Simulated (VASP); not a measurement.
Input of a VASP 6.6.1 run:

POSCAR

```
SiO2
1.0
    7.0262362408      0.0000000000      0.0000000000
    0.0000000000      7.0262362408      0.0000000000
    0.0000000000      0.0000000000      7.0262362408
Si O
8 16
Direct
    0.2865914000      0.2865914000      0.2865914000
    0.2134086000      0.7134086000      0.7865914000
    0.7865914000      0.2134086000      0.7134086000
    0.7134086000      0.7865914000      0.2134086000
    1.0234290569      1.0234290569      1.0234290569
    0.4765709431     -0.0234290569      0.5234290569
    0.5234290569      0.4765709431     -0.0234290569
   -0.0234290569      0.5234290569      0.4765709431
    0.1548055674      0.1548055674      0.1548055674
    0.3451944326      0.8451944326      0.6548055674
    0.6548055674      0.3451944326      0.8451944326
    0.8451944326      0.6548055674      0.3451944326
    0.6387553954      0.6672620237      0.0322053227
    0.8612446046      0.3327379763      0.5322053227
    0.1387553954      0.8327379763      0.9677946773
    0.3612446046      0.1672620237      0.4677946773
    0.0322053227      0.6387553954      0.6672620237
    0.5322053227      0.8612446046      0.3327379763
    0.9677946773      0.1387553954      0.8327379763
    0.4677946773      0.3612446046      0.1672620237
    0.6672620237      0.0322053227      0.6387553954
    0.3327379763      0.5322053227      0.8612446046
    0.8327379763      0.9677946773      0.1387553954
    0.1672620237      0.4677946773      0.3612446046
```

Contents of INCAR.step1:

```
SYSTEM = SiO2
PREC = Accurate
ENCUT = 520
ISMEAR = 0
SIGMA = 0.02
LREAL = Auto
LASPH = .TRUE.
NELM = 80
NBANDS = 82
GGA = PE
ALGO = Normal
EDIFF = 1E-4
LWAVE = .TRUE.
LCHARG = .FALSE.
```

The input INCAR.step2:

```
SYSTEM = SiO2
PREC = Accurate
ENCUT = 520
EDIFF = 1E-7
ISMEAR = 0
SIGMA = 0.02
LREAL = Auto
LASPH = .TRUE.
NELM = 80
ALGO = Normal
ISIF = 2
LWAVE = .FALSE.
LCHARG = .FALSE.
METAGGA = R2SCAN
LMIXTAU = .TRUE.
NBANDS = 82
ISTART = 1
```

The input KPOINTS:

```
Automatic mesh
0
G
  4 4 4
  0 0 0
```

Potentials or basis: VASP PAW PBE potentials, release 64 (Si, O).

Run with:

```console
$ cat potpaw_PBE.64/Si/POTCAR potpaw_PBE.64/O/POTCAR > POTCAR
$ cp INCAR.step1 INCAR
$ mpirun -np 1 vasp_std > vasp.out
$ cp INCAR.step2 INCAR
$ mpirun -np 1 vasp_std > vasp.out
```

**Question.** Predict the pressure.

**Answer.** 0.7 GPa.

**Question.** What does it give for the largest force?

**Answer.** 0.050 eV/Å.

**Question.** Predict the band gap on the k mesh.

**Answer.** 6.48 eV (least direct gap 6.49 eV).

Forces in eV/Å, atoms in the order of the input:
```
Si   0.001  0.001  0.001
Si  -0.001 -0.001  0.001
Si   0.001 -0.001 -0.001
Si  -0.001  0.001 -0.001
Si   0.029  0.029  0.029
Si  -0.029 -0.029  0.029
Si   0.029 -0.029 -0.029
Si  -0.029  0.029 -0.029
O    0.000  0.000  0.000
O    0.000  0.000  0.000
O    0.000  0.000  0.000
O    0.000  0.000  0.000
O   -0.001 -0.001  0.002
O    0.001  0.001  0.002
O   -0.001  0.001 -0.002
O    0.001 -0.001 -0.002
O    0.002 -0.001 -0.001
O    0.002  0.001  0.001
O   -0.002 -0.001  0.001
O   -0.002  0.001 -0.001
O   -0.001  0.002 -0.001
O    0.001  0.002  0.001
O    0.001 -0.002 -0.001
O   -0.001 -0.002  0.001
```

Caveat: the PAW data sets were made with another functional, which shifts forces and pressure a little. A k mesh can miss the band edges.
